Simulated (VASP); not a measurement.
# KTaO3 (Pm-3m) in VASP: notebook, part 2 of 3

VASP 6.6.1. The steps go on from the part before.

## (4) Electric field gradients, LDA (volume scaled by 0.96)

File INCAR:

```
SYSTEM = KTaO3
  PREC = Accurate
  ENCUT = 520
  EDIFF = 1E-8
  ISMEAR = -1
  SIGMA = 0.01
  LREAL = .FALSE.
  LASPH = .TRUE.
  NELM = 80
  ALGO = Normal
  ISIF = 2
  LWAVE = .FALSE.
  LCHARG = .FALSE.
  LEFG = .TRUE.
  NBANDS = 27
```

File KPOINTS:

```
regular mesh
0
G
  5 5 5
  0 0 0
```

File POSCAR:

```
KTaO3
1.0
    3.9343974464      0.0000000000      0.0000000000
    0.0000000000      3.9343974464      0.0000000000
    0.0000000000      0.0000000000      3.9343974464
K Ta O
1 1 3
Direct
    0.5000000000      0.5000000000      0.5000000000
    0.0000000000      0.0000000000      0.0000000000
    0.5000000000      0.0000000000      0.0000000000
    0.0000000000      0.5000000000      0.0000000000
    0.0000000000      0.0000000000      0.5000000000
```

Potentials or basis: VASP PAW LDA potentials, release 64 (K_sv, Ta_pv, O).

Run with:

```bash
> cat potpaw_LDA.64/K_sv/POTCAR potpaw_LDA.64/Ta_pv/POTCAR potpaw_LDA.64/O/POTCAR > POTCAR
> mpirun -np 1 vasp_std > vasp.out
```

OUTCAR:

```text
SYSTEM = KTaO3
   PREC = Accurate
   ENCUT = 520
   EDIFF = 1E-8
   ISMEAR = -1
   LREAL = .FALSE.
   LASPH = .TRUE.
   NELM = 80
   ISIF = 2

 ion  position               nearest neighbor table
   1  0.500  0.500  0.500-   3 2.78   4 2.78   5 2.78   3 2.78   4 2.78   3 2.78   5 2.78   3 2.78
                             4 2.78   5 2.78   4 2.78   5 2.78   2 3.41   2 3.41   2 3.41   2 3.41
   2  0.000  0.000  0.000-   3 1.97   4 1.97   5 1.97   5 1.97   4 1.97   3 1.97   1 3.41   1 3.41
                             1 3.41   1 3.41   1 3.41   1 3.41   1 3.41   1 3.41
   3  0.500  0.000  0.000-   2 1.97   2 1.97   1 2.78   1 2.78   1 2.78   1 2.78
   4  0.000  0.500  0.000-   2 1.97   2 1.97   1 2.78   1 2.78   1 2.78   1 2.78
   5  0.000  0.000  0.500-   2 1.97   2 1.97   1 2.78   1 2.78   1 2.78   1 2.78

  LATTYP: Found a simple cubic cell.
 ALAT       =     3.9343974464

  Lattice vectors:

 A1 = (   3.9343974464,   0.0000000000,   0.0000000000)
 A2 = (   0.0000000000,   3.9343974464,   0.0000000000)
 A3 = (   0.0000000000,   0.0000000000,   3.9343974464)

Analysis of symmetry for initial positions (statically):
=====================================================================
 Subroutine PRICEL returns:
 Original cell was already a primitive cell.

 Routine SETGRP: Setting up the symmetry group for a
 simple cubic supercell.

 Subroutine GETGRP returns: Found 48 space group operations
 (whereof 48 operations were pure point group operations)
 out of a pool of 48 trial point group operations.

The static configuration has the point symmetry O_h .

Analysis of symmetry for dynamics (positions and initial velocities):
=====================================================================
 Subroutine PRICEL returns:
 Original cell was already a primitive cell.

 Routine SETGRP: Setting up the symmetry group for a
 simple cubic supercell.

 Subroutine GETGRP returns: Found 48 space group operations
 (whereof 48 operations were pure point group operations)
 out of a pool of 48 trial point group operations.

The dynamic configuration has the point symmetry O_h .

 Subroutine INISYM returns: Found 48 space group operations
 (whereof 48 operations are pure point group operations),
 and found     1 'primitive' translations

----------------------------------------------------------------------------------------

                                     Primitive cell

  volume of cell :      60.9024

  direct lattice vectors                    reciprocal lattice vectors
     3.934397446  0.000000000  0.000000000     0.254168526  0.000000000  0.000000000
     0.000000000  3.934397446  0.000000000     0.000000000  0.254168526  0.000000000
     0.000000000  0.000000000  3.934397446     0.000000000  0.000000000  0.254168526

  length of vectors
     3.934397446  3.934397446  3.934397446     0.254168526  0.254168526  0.254168526

  position of ions in fractional coordinates (direct lattice)
     0.500000000  0.500000000  0.500000000
     0.000000000  0.000000000  0.000000000
     0.500000000  0.000000000  0.000000000
     0.000000000  0.500000000  0.000000000
[... 85 lines left out ...]
     AMIX     =   0.40;   BMIX     =  1.00
     AMIX_MAG =   1.60;   BMIX_MAG =  1.00
  volume/ion in A,a.u.               =      12.18        82.20
  Fermi-wavevector in a.u.,A,eV,Ry     =   1.398914  2.643565 26.626077  1.956961
  Thomas-Fermi vector in A             =   2.522025
   LORBIT       =      0    0 simple, 1 ext, 2 COOP (PROOUT), +10 PAW based schemes
   GGA     = CA    functional components
   LHFCALC =     F    Hartree Fock is set to
   AEXX    =    0.0000 exact exchange contribution
   IVDW    =     0    specifies the selected vdW correction
   LEPSILON=     F    determine dielectric tensor
   LRPA    =     F    only Hartree local field effects (RPA)
 non-spin polarized calculation
  energy-cutoff  :      520.00
  volume of cell :       60.90
 maximum number of plane-waves:      1651
 NGX is ok and might be reduce to    30
   NGX = 15   NGY = 15   NGZ = 15

 number of electron      37.9999993 magnetization

 Free energy of the ion-electron system (eV)
  ---------------------------------------------------
  ext. energy  EPLUGINS =         0.00000000
  ---------------------------------------------------
  free energy    TOTEN  =       -45.03579422 eV

  energy without entropy =      -45.03579422  energy(sigma->0) =      -45.03579422

 E-fermi :   2.0171     XC(G=0): -11.6395

 val. band max:        1.6943251803   @ k =   0.4000   0.4000   0.4000
 cond. band min:       3.9124824808   @ k =   0.0000   0.0000   0.0000
 fundamental gap:      2.2181573005
 Fermi energy:         2.0171354310

 k-point     1 :       0.0000    0.0000    0.0000
  band No.  band energies     occupation
      1     -31.9273      2.00000
      2     -31.9273      2.00000
      3     -31.9273      2.00000
      4     -25.0333      2.00000
      5     -15.5921      2.00000
      6     -14.8444      2.00000
[... 289 lines left out ...]
     26      13.0526      0.00000
     27      13.6012      0.00000

------------------------ aborting loop because EDIFF is reached ----------------------------------------

  FORCE on cell =-STRESS in cart. coord.  units (eV):
  Direction    XX          YY          ZZ          XY          YZ          ZX
  --------------------------------------------------------------------------------------
  -------------------------------------------------------------------------------------
  Total        1.6888189      1.6888189      1.6888189     -0.0000000     -0.0000000     -0.0000000
  in kB       44.4282269     44.4282269     44.4282269     -0.0000000     -0.0000000     -0.0000000
  external PRESSURE =      44.4282269 kB  Pullay stress =       0.0000000 kB

 VOLUME and BASIS-vectors are now :
 -----------------------------------------------------------------------------
  energy-cutoff  :      520.00
  volume of cell :       60.90
      direct lattice vectors                 reciprocal lattice vectors
     3.934397446  0.000000000  0.000000000     0.254168526  0.000000000  0.000000000
     0.000000000  3.934397446  0.000000000     0.000000000  0.254168526  0.000000000
     0.000000000  0.000000000  3.934397446     0.000000000  0.000000000  0.254168526

 POSITION                                       TOTAL-FORCE (eV/Angst)
 -----------------------------------------------------------------------------------
      1.96720      1.96720      1.96720         0.000000      0.000000      0.000000
      0.00000      0.00000      0.00000         0.000000      0.000000      0.000000
      1.96720      0.00000      0.00000         0.000000      0.000000      0.000000
      0.00000      1.96720      0.00000         0.000000      0.000000      0.000000
      0.00000      0.00000      1.96720         0.000000      0.000000      0.000000
 -----------------------------------------------------------------------------------
    total drift:                                0.000000     -0.000000      0.000000

  FREE ENERGIE OF THE ION-ELECTRON SYSTEM (eV)
  ---------------------------------------------------
  free  energy   TOTEN  =       -45.0357942170 eV

  energy  without entropy=      -45.0357942170  energy(sigma->0) =      -45.03579422

 Electric field gradients (V/A^2)
---------------------------------------------------------------------
 ion       V_xx      V_yy      V_zz      V_xy      V_xz      V_yz
---------------------------------------------------------------------
   1      -0.000     0.000     0.000    -0.000    -0.000    -0.000
   2      -0.000    -0.000     0.000     0.000     0.000    -0.000
   3       8.481    -4.241    -4.241    -0.000    -0.000    -0.000
   4      -4.241     8.481    -4.241     0.000     0.000    -0.000
   5      -4.241    -4.241     8.481     0.000     0.000    -0.000
---------------------------------------------------------------------

 Electric field gradients after diagonalization (V/A^2)
 (convention: |V_zz| > |V_xx| > |V_yy|)
----------------------------------------------------------------------
 ion       V_xx      V_yy      V_zz     asymmetry (V_yy - V_xx)/ V_zz
----------------------------------------------------------------------
   1      -0.000     0.000     0.000       0.777
   2      -0.000    -0.000     0.000       0.171
   3      -4.241    -4.241     8.481       0.000
   4      -4.241    -4.241     8.481       0.000
   5      -4.241    -4.241     8.481       0.000
----------------------------------------------------------------------

           NMR quadrupolar parameters

 Cq : quadrupolar parameter    Cq=e*Q*V_zz/h
 eta: asymmetry parameters     (V_yy - V_xx)/ V_zz
 Q  : nuclear electric quadrupole moment in mb (millibarn)
----------------------------------------------------------------------
 ion       Cq(MHz)       eta       Q (mb)
----------------------------------------------------------------------
   1       0.000       0.777       1.000
   2       0.000       0.171       1.000
   3       0.021       0.000       1.000
   4       0.021       0.000       1.000
   5       0.021       0.000       1.000
----------------------------------------------------------------------
```

OSZICAR:

```text
N       E                     dE             d eps       ncg     rms          rms(c)
DAV:   1     0.329606466116E+03    0.32961E+03   -0.20515E+04   540   0.142E+03
DAV:   2    -0.308407179611E+02   -0.36045E+03   -0.34776E+03   601   0.417E+02
DAV:   3    -0.522842023754E+02   -0.21443E+02   -0.21303E+02   728   0.980E+01
DAV:   4    -0.532272052319E+02   -0.94300E+00   -0.94096E+00   928   0.137E+01
DAV:   5    -0.532324144389E+02   -0.52092E-02   -0.52061E-02   709   0.107E+00    0.367E+01
DAV:   6    -0.453734287843E+02    0.78590E+01   -0.33612E+01   638   0.396E+01    0.145E+01
DAV:   7    -0.451383958765E+02    0.23503E+00   -0.18025E+00   735   0.852E+00    0.986E+00
DAV:   8    -0.450489721171E+02    0.89424E-01   -0.32844E-01   649   0.467E+00    0.231E+00
DAV:   9    -0.450370370758E+02    0.11935E-01   -0.26376E-02   636   0.128E+00    0.270E-01
DAV:  10    -0.450358909550E+02    0.11461E-02   -0.10014E-02   746   0.652E-01    0.117E-01
DAV:  11    -0.450357996953E+02    0.91260E-04   -0.86274E-04   700   0.190E-01    0.463E-02
DAV:  12    -0.450357943597E+02    0.53356E-05   -0.44010E-05   738   0.541E-02    0.593E-03
DAV:  13    -0.450357942902E+02    0.69553E-07   -0.27595E-06   721   0.125E-02    0.586E-03
DAV:  14    -0.450357942194E+02    0.70757E-07   -0.41306E-07   813   0.439E-03    0.168E-03
DAV:  15    -0.450357942170E+02    0.24711E-08   -0.26879E-08   593   0.136E-03
   1 F= -.45035794E+02 E0= -.45035794E+02  d E =-.406756E-15
```

Wall time 14 s (1 thread of Intel Xeon Platinum 8488C (Sapphire Rapids), shared host); peak memory 0.15 GiB.

Results:

* Free energy: -45.0358 eV
* Pressure: 4.4 GPa
* Band gap on the k mesh: 2.22 eV, indirect (least direct gap 2.70 eV)

Levels at points of the mesh, in eV from the valence-band top:
```csv
k point,band 17,band 18,band 19,band 20,band 21,band 22
"(0.00, 0.00, 0.00)",-0.48,-0.48,-0.48,2.22,2.22,2.22
```

Electric field gradients, principal values (V/Å²):
| atom | least | middle | greatest (by size) |
| --- | --- | --- | --- |
| 1 K | 0.000 | 0.000 | 0.000 |
| 2 Ta | 0.000 | 0.000 | 0.000 |
| 3 O | -4.241 | -4.241 | 8.481 |
| 4 O | -4.241 | -4.241 | 8.481 |
| 5 O | -4.241 | -4.241 | 8.481 |

Caveat: without QUAD_EFG the Cq values of the log hold for a quadrupole moment of 1 mb, not for the nuclei; spin-orbit coupling is left out, which moves the levels of the heavy elements.

(Continued in part 3 of 3.)
